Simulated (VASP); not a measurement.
A run of VASP 6.6.1 is set up as follows.

Contents of INCAR:

```
SYSTEM = Si2Ni
PREC = Accurate
ENCUT = 520
EDIFF = 1E-7
ISMEAR = 1
SIGMA = 0.1
LREAL = .False.
LASPH = .True.
NELM = 100
ALGO = Normal
ISIF = 2
LWAVE = .False.
LCHARG = .False.
GGA = PE
NBANDS = 48
```

The input KPOINTS:

```
regular mesh
0
Gamma
  10 10 10
  0 0 0
```

Contents of POSCAR:

```
Si2Ni
1.0
    5.5253566828      0.0000000000      0.0000000000
    0.0000000000      5.5253566828      0.0000000000
    0.0000000000      0.0000000000      5.3783767513
Ni Si
4 8
Direct
    0.0000000000      0.0000000000      0.0000000000
    0.0000000000      0.5000000000      0.5000000000
    0.5000000000      0.0000000000      0.5000000000
    0.5000000000      0.5000000000      0.0000000000
    0.2500000000      0.2500000000      0.2500000000
    0.7500000000      0.7500000000      0.7500000000
    0.2500000000      0.7500000000      0.7500000000
    0.7500000000      0.2500000000      0.2500000000
    0.7500000000      0.2500000000      0.7500000000
    0.2500000000      0.7500000000      0.2500000000
    0.7500000000      0.7500000000      0.2500000000
    0.2500000000      0.2500000000      0.7500000000
```

Potentials or basis: VASP PAW PBE potentials, release 64 (Ni, Si).

The run is started by

```bash
$ cat potpaw_PBE.64/Ni/POTCAR potpaw_PBE.64/Si/POTCAR > POTCAR
$ mpirun -np 1 vasp_std > vasp.out
```

**Question.** Predict the band gap on the k mesh.

**Answer.** Zero (band 36 reaches 10.27 eV, above the bottom of band 37 at 9.30 eV).

**Question.** What does it give for the pressure?

**Answer.** -2.4 GPa.

Stress tensor (GPa, compression positive):
```
-2.62  0.00  0.00
 0.00 -2.62  0.00
 0.00  0.00 -1.93
```

Spin polarisation is off, so any magnetic state and its effect on volume and gap are missing.
